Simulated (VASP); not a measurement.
A run of VASP 6.6.1 is set up as follows.

INCAR

```
SYSTEM = BaSi3
PREC = Accurate
ENCUT = 520
EDIFF = 1E-6
ISMEAR = -5
SIGMA = 0.1
LREAL = .False.
LASPH = .True.
NELM = 80
ALGO = Normal
ISIF = 2
LWAVE = .False.
LCHARG = .True.
GGA = PS
LELF = .True.
LVHAR = .True.
NBANDS = 19
```

KPOINTS

```
Automatic mesh
0
Gamma
  8 8 8
  0 0 0
```

File POSCAR:

```
BaSi3
1.0
    4.4143014413      0.0000000000      0.0000000000
    0.0000000000      4.4143014413      0.0000000000
    0.0000000000      0.0000000000      4.4143014413
Ba Si
1 3
Direct
    0.0000000000      0.0000000000      0.0000000000
    0.0000000000      0.5000000000      0.5000000000
    0.5000000000      0.5000000000      0.0000000000
    0.5000000000      0.0000000000      0.5000000000
```

Potentials or basis: VASP PAW PBE potentials, release 64 (Ba_sv, Si).

Launch:

```console
$ cat potpaw_PBE.64/Ba_sv/POTCAR potpaw_PBE.64/Si/POTCAR > POTCAR
$ mpirun -np 1 vasp_std > vasp.out
```

(1) What does it give for the pressure?

(2) Predict the band gap on the k mesh.

Answers

(1) 1.1 GPa.

(2) zero (bands 11 and 12 overlap by 2.04 eV).

Caveat: the PAW data sets were made with another functional, which shifts forces and pressure a little; spin-orbit coupling is left out, which moves the levels of the heavy elements; tetrahedron occupations give inexact forces and stress in metals.
